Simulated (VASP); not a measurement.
Ni:

```xyz
1
Lattice="0.0000 1.7679 1.7679 1.7679 0.0000 1.7679 1.7679 1.7679 0.0000" Properties=species:S:1:pos:R:3 pbc="T T T"
Ni    0.0000    0.0000    0.0000
```

Program: VASP 6.6.1. Alike in all runs: task single point; potentials or basis VASP PAW PBE potentials, release 64 (Ni); cell as given; k mesh 18 × 18 × 18; cutoff (eV) 520; smearing fermi-dirac 0.05 eV. Hardware: 1 thread of Intel(R) Xeon(R) 6975P-C (Granite Rapids), on a shared host.

Problem. Order these runs on this cell by their wall time, lowest first.
A. level PBE; spin non-collinear, typed start, SOC
B. level PBE; spin off
C. level PBEsol; spin collinear, ferromagnetic start

Solution. B (9.6 s), C (30 s), A (400 s).
